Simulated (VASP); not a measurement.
Write the native input for VASP 6.6.1 that does the following.

```yaml
Task: relaxation of cell and atoms
Functional: PBEsol
Potentials_or_basis: VASP PAW PBE potentials, release 64 (Cs_sv)
Cutoff: 500 eV
k_mesh: 5 × 5 × 5
Occupations: fermi-dirac, width 0.05 eV
Spin: no spin polarisation
Dipole_correction: no
Further_INCAR_settings: ALGO = Normal; EDIFF = 1e-07; IBRION = 2; EDIFFG = -0.02; NSW = 80; ISIF = 3
```

The structure of Cs lies in POSCAR:

```
Cs
1.0
    0.0000000000      3.8200000000      3.8200000000
    3.8200000000      0.0000000000      3.8200000000
    3.8200000000      3.8200000000      0.0000000000
Cs
1
Direct
    0.0000000000      0.0000000000      0.0000000000
```

This isn't the form of Cs at room conditions, which is bcc.

The input as run:

INCAR

```
SYSTEM = Cs
ALGO = Normal
EDIFF = 1E-7
EDIFFG = -0.02
ENCUT = 500
GGA = PS
GGA_COMPAT = .FALSE.
IBRION = 2
ISIF = 3
ISMEAR = -1
LASPH = .TRUE.
LCHARG = .FALSE.
LREAL = .FALSE.
LWAVE = .FALSE.
NELM = 120
NELMIN = 4
NSW = 80
PREC = Accurate
SIGMA = 0.05
```

KPOINTS

```
k-points
0
G
  5 5 5
  0 0 0
```

Potentials or basis: VASP PAW PBE potentials, release 64 (Cs_sv).

The run is started by

```bash
$ cat potpaw_PBE.64/Cs_sv/POTCAR > POTCAR
$ mpirun -np 1 vasp_std > vasp.out
```

Results of the run:

```json
{
  "Relaxed volume": "108.10 Å³/atom",
  "Relaxed cell": "a = 5.347 Å, b = 5.347 Å, c = 5.347 Å, α = 60.00°, β = 60.00°, γ = 60.00°",
  "Space group after relaxing (to 0.1 Å)": "Fm-3m (No. 225)",
  "Energy gained by relaxing": "1.0 meV/atom",
  "Ionic steps": "3",
  "Pressure after relaxing": "0.0 GPa",
  "Band gap on the k mesh": "zero (an odd number of electrons rules out a gap without spin polarisation)"
}
```

Caveat: the PAW data sets were made with another functional, which shifts forces and pressure a little; spin-orbit coupling is left out, which moves the levels of the heavy elements.

Wall time 16 s on 1 thread of Intel(R) Xeon(R) Platinum 8488C (Sapphire Rapids), on a shared host, peak memory 0.23 GiB.
